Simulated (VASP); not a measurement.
# Sn (Im-3m) in VASP: single point with PBEsol

Aim: the single point of Sn with PBEsol.

Everything below comes from runs of VASP 6.6.1. Logs are shortened: lines on timing, memory, paths and dates and some standing lists are left out, and cuts for length are marked.

**1. The cell of the first run**

Symmetry: Im-3m, No. 229, cubic system. The conventional cell has a = 3.789 Å, b = 3.789 Å, c = 3.789 Å, α = 90.00°, β = 90.00°, γ = 90.00°. Within 4.3 Å of Sn (site symmetry m-3m) lie 14 Sn at 3.28 to 3.79 Å.

**2. Single point, PBEsol**

INCAR

```
PREC = Accurate
ENCUT = 520
EDIFF = 1E-7
ISMEAR = 1
SIGMA = 0.1
LREAL = False
LASPH = True
NELM = 60
ALGO = Normal
ISIF = 2
LWAVE = False
LCHARG = True
GGA = PS
LELF = True
LVHAR = True
NBANDS = 13
```

KPOINTS

```
regular mesh
0
Gamma
  12 12 12
```

POSCAR

```
Sn
1.0
   -1.8946518200      1.8946518200      1.8946518200
    1.8946518200     -1.8946518200      1.8946518200
    1.8946518200      1.8946518200     -1.8946518200
Sn
1
Direct
    0.0000000000      0.0000000000      0.0000000000
```

Potentials or basis: VASP PAW PBE potentials, release 64 (Sn_d).

Command:

```sh
$ cat potpaw_PBE.64/Sn_d/POTCAR > POTCAR
$ mpirun -np 1 vasp_std > vasp.out
```

OUTCAR:

```text
PREC = Accurate
   ENCUT = 520
   EDIFF = 1E-7
   ISMEAR = 1
   LREAL = False
   LASPH = True
   NELM = 60
   ISIF = 2
   GGA = PS

 ion  position               nearest neighbor table
   1  0.000  0.000  0.000-

  LATTYP: Found a body centered cubic cell.
 ALAT       =     3.7893036400

  Lattice vectors:

 A1 = (  -1.8946518200,   1.8946518200,   1.8946518200)
 A2 = (   1.8946518200,  -1.8946518200,   1.8946518200)
 A3 = (   1.8946518200,   1.8946518200,  -1.8946518200)

Analysis of symmetry for initial positions (statically):
=====================================================================
 Subroutine PRICEL returns:
 Original cell was already a primitive cell.

 Routine SETGRP: Setting up the symmetry group for a
 body centered cubic supercell.

 Subroutine GETGRP returns: Found 48 space group operations
 (whereof 48 operations were pure point group operations)
 out of a pool of 48 trial point group operations.

The static configuration has the point symmetry O_h .

Analysis of symmetry for dynamics (positions and initial velocities):
=====================================================================
 Subroutine PRICEL returns:
 Original cell was already a primitive cell.

 Routine SETGRP: Setting up the symmetry group for a
 body centered cubic supercell.

 Subroutine GETGRP returns: Found 48 space group operations
 (whereof 48 operations were pure point group operations)
 out of a pool of 48 trial point group operations.

The dynamic configuration has the point symmetry O_h .

 Subroutine INISYM returns: Found 48 space group operations
 (whereof 48 operations are pure point group operations),
 and found     1 'primitive' translations

----------------------------------------------------------------------------------------

                                     Primitive cell

  volume of cell :      27.2050

  direct lattice vectors                    reciprocal lattice vectors
    -1.894651820  1.894651820  1.894651820     0.000000000  0.263900731  0.263900731
     1.894651820 -1.894651820  1.894651820     0.263900731  0.000000000  0.263900731
     1.894651820  1.894651820 -1.894651820     0.263900731  0.263900731  0.000000000

  length of vectors
     3.281633215  3.281633215  3.281633215     0.373211993  0.373211993  0.373211993

  position of ions in fractional coordinates (direct lattice)
     0.000000000  0.000000000  0.000000000

  ion indices of the primitive-cell ions
   primitive index   ion index
                 1           1

----------------------------------------------------------------------------------------

 KPOINTS: regular mesh

Automatic generation of k-mesh.
 Grid dimensions read from file:
 generate k-points for:   12   12   12

 Generating k-lattice:

  Cartesian coordinates                     Fractional coordinates (reciprocal lattice)
     0.000000000  0.021991728  0.021991728     0.083333333  0.000000000  0.000000000
     0.021991728  0.000000000  0.021991728     0.000000000  0.083333333  0.000000000
     0.021991728  0.021991728  0.000000000     0.000000000  0.000000000  0.083333333

  Length of vectors
     0.031100999  0.031100999  0.031100999

  Shift w.r.t. Gamma in fractional coordinates (k-lattice)
     0.000000000  0.000000000  0.000000000

 Subroutine IBZKPT returns following result:
 ===========================================

 Found     72 irreducible k-points:

 Following reciprocal coordinates:
            Coordinates               Weight
  0.000000  0.000000  0.000000      1.000000
  0.083333  0.000000  0.000000     12.000000
  0.166667  0.000000  0.000000     12.000000
  0.250000  0.000000  0.000000     12.000000
  0.333333  0.000000  0.000000     12.000000
  0.416667  0.000000  0.000000     12.000000
[... 16 lines left out ...]
  0.333333  0.083333  0.083333     24.000000
  0.416667  0.083333  0.083333     12.000000
 [... further k-points ...]
   k-points           NKPTS =     72   k-points in BZ     NKDIM =     72   number of bands    NBANDS=     13
   number of dos      NEDOS =    301   number of ions     NIONS =      1
   total plane-waves  NPLWV =  13824
   dimension x,y,z NGX =    24 NGY =   24 NGZ =   24
   dimension x,y,z NGXF=    48 NGYF=   48 NGZF=   48
   ions per type =               1
   NGX,Y,Z   is equivalent  to a cutoff of  12.16, 12.16, 12.16 a.u.
   NGXF,Y,Z  is equivalent  to a cutoff of  24.32, 24.32, 24.32 a.u.
 SYSTEM =  unknown system
   PREC   = accura    normal or accurate (medium, high low for compatibility)
   ISTART =      0    job   : 0-new  1-cont  2-samecut
   ICHARG =      2    charge: 1-file 2-atom 10-const
   ISPIN  =      1    spin polarized calculation?
   LNONCOLLINEAR =      F non collinear calculations
   LSORBIT =      F    spin-orbit coupling
   LASPH  =      T    aspherical Exc in radial PAW
   ENCUT  =  520.0 eV  38.22 Ry    6.18 a.u.   6.10  6.10  6.10*2*pi/ulx,y,z
   NELM   =     60;   NELMIN=  2; NELMDL= -5     # of ELM steps
   EDIFF  = 0.1E-06   stopping-criterion for ELM
   LREAL  =      F    real-space projection
   EDIFFG = 0.1E-05   stopping-criterion for IOM
   NSW    =      0    number of steps for IOM
   IBRION =     -1    ionic relax: 0-MD 1-quasi-New 2-CG
   NFREE  =      0    steps in history (QN), initial steepest desc. (CG)
   ISIF   =      2    stress and relaxation
   ISYM   =      2    0-nonsym 1-usesym 2-fastsym
   POTIM  = 0.5000    time-step for ionic-motion
   TEBEG  =    0.0;   TEEND  =   0.0 temperature during run
   PSTRESS=    0.0 pullay stress
   NELECT =      14.0000    total number of electrons
   NUPDOWN=      -1.0000    fix difference up-down
   EMIN   =  10.00;   EMAX   =-10.00  energy-range for DOS
   EFERMI =   0.00;   METHOD = LEGACY
   ISMEAR =     1;   SIGMA  =   0.10  broadening in eV -4-tet -1-fermi 0-gaus
   EFERMI_NEDOS =   21; number of points for ismear=-14 and -15
   IALGO  =     38    algorithm
   IMIX   =      4    mixing-type and parameters
     AMIX     =   0.40;   BMIX     =  1.00
     AMIX_MAG =   1.60;   BMIX_MAG =  1.00
  volume/ion in A,a.u.               =      27.20       183.59
  Fermi-wavevector in a.u.,A,eV,Ry     =   1.311902  2.479136 23.416813  1.721087
  Thomas-Fermi vector in A             =   2.442332
   LORBIT       =      0    0 simple, 1 ext, 2 COOP (PROOUT), +10 PAW based schemes
   GGA     = PS    functional components
   LHFCALC =     F    Hartree Fock is set to
   AEXX    =    0.0000 exact exchange contribution
   IVDW    =     0    specifies the selected vdW correction
   LEPSILON=     F    determine dielectric tensor
   LRPA    =     F    only Hartree local field effects (RPA)
 non-spin polarized calculation
 Methfessel and Paxton  Order N= 1 SIGMA  =   0.10
  energy-cutoff  :      520.00
  volume of cell :       27.20
 maximum number of plane-waves:       746
   NGX = 13   NGY = 13   NGZ = 13

 number of electron      13.9999996 magnetization

 Free energy of the ion-electron system (eV)
  ---------------------------------------------------
  ext. energy  EPLUGINS =         0.00000000
  ---------------------------------------------------
  free energy    TOTEN  =        -4.22518086 eV

  energy without entropy =       -4.22548173  energy(sigma->0) =       -4.22528115

 E-fermi :   7.9291     XC(G=0): -10.5028

 val. band max:        7.9202575082   @ k =   0.1667   0.1667   0.0833
 cond. band min:       8.0342086445   @ k =  -0.3333   0.3333   0.2500
 fundamental gap:      0.1139511363
 Fermi energy:         7.9291203209

 k-point     1 :       0.0000    0.0000    0.0000
  band No.  band energies     occupation
      1     -13.5382      2.00000
      2     -13.5382      2.00000
      3     -13.5382      2.00000
      4     -13.3988      2.00000
      5     -13.3988      2.00000
      6      -3.1769      2.00000
      7      15.8554      0.00000
      8      15.8554      0.00000
      9      15.8554      0.00000
     10      20.0362      0.00000
     11      20.0362      0.00000
     12      20.0362      0.00000
     13      20.6612      0.00000

 k-point     2 :       0.0833    0.0000    0.0000
  band No.  band energies     occupation
      1     -13.5413      2.00000
      2     -13.5337      2.00000
      3     -13.5237      2.00000
      4     -13.4023      2.00000
      5     -13.3992      2.00000
      6      -3.0256      2.00000
      7      14.5884      0.00000
      8      15.2793      0.00000
      9      15.6557      0.00000
     10      18.7000      0.00000
     11      19.0170      0.00000
     12      19.7478      0.00000
     13      21.3039      0.00000

 k-point     3 :       0.1667    0.0000    0.0000
  band No.  band energies     occupation
      1     -13.5498      2.00000
      2     -13.5229      2.00000
      3     -13.4834      2.00000
      4     -13.4105      2.00000
      5     -13.4004      2.00000
      6      -2.5711      2.00000
      7      12.0630      0.00000
      8      14.1613      0.00000
      9      15.1132      0.00000
     10      17.6125      0.00000
     11      17.9873      0.00000
     12      19.7240      0.00000
     13      21.7076      0.00000
[... 305 lines left out ...]
 k-point    23 :       0.3333    0.0833    0.0833
  band No.  band energies     occupation
      1     -13.5688      2.00000
      2     -13.5098      2.00000
      3     -13.4095      2.00000
      4     -13.4045      2.00000
      5     -13.3469      2.00000
      6       0.7960      2.00000
      7       5.0269      2.00000
      8       9.9444      0.00000
      9      11.3806      0.00000
     10      18.3300      0.00000
     11      18.8273      0.00000
     12      22.6212      0.00000
     13      23.7583      0.00000

 k-point    24 :       0.4167    0.0833    0.0833
  band No.  band energies     occupation
      1     -13.5712      2.00000
      2     -13.5089      2.00000
      3     -13.4060      2.00000
      4     -13.4045      2.00000
      5     -13.3382      2.00000
      6       1.7151      2.00000
      7       3.8347      2.00000
      8       9.7534     -0.00000
      9      11.2446      0.00000
     10      18.2257      0.00000
     11      18.7291      0.00000
     12      23.2771      0.00000
     13      24.1664      0.00000

 [... further k-points ...]
[... 5 lines left out ...]
  --------------------------------------------------------------------------------------
  -------------------------------------------------------------------------------------
  Total       -0.4091489     -0.4091489     -0.4091489      0.0000000      0.0000000      0.0000000
  in kB      -24.0959331    -24.0959331    -24.0959331      0.0000000      0.0000000      0.0000000
  external PRESSURE =     -24.0959331 kB  Pullay stress =       0.0000000 kB

 VOLUME and BASIS-vectors are now :
 -----------------------------------------------------------------------------
  energy-cutoff  :      520.00
  volume of cell :       27.20
      direct lattice vectors                 reciprocal lattice vectors
    -1.894651820  1.894651820  1.894651820     0.000000000  0.263900731  0.263900731
     1.894651820 -1.894651820  1.894651820     0.263900731  0.000000000  0.263900731
     1.894651820  1.894651820 -1.894651820     0.263900731  0.263900731  0.000000000

 POSITION                                       TOTAL-FORCE (eV/Angst)
 -----------------------------------------------------------------------------------
      0.00000      0.00000      0.00000         0.000000      0.000000     -0.000000
 -----------------------------------------------------------------------------------
    total drift:                                0.000000      0.000000     -0.000000

  FREE ENERGIE OF THE ION-ELECTRON SYSTEM (eV)
  ---------------------------------------------------
  free  energy   TOTEN  =        -4.2251808568 eV

  energy  without entropy=       -4.2254817339  energy(sigma->0) =       -4.22528115
```

Run time: 7.8 s. Hardware: 1 thread of Intel Xeon 6975P-C, shared host; peak memory 0.15 GiB.

Results:

```
Free energy            : -4.2252 eV
Pressure               : -2.4 GPa
Band gap on the k mesh : zero (band 7 reaches 15.86 eV, above the bottom of band 8 at 5.45 eV)
```

Caveat: the PAW data sets were made with another functional, which shifts forces and pressure a little; spin-orbit coupling is left out, which moves the levels of the heavy elements.
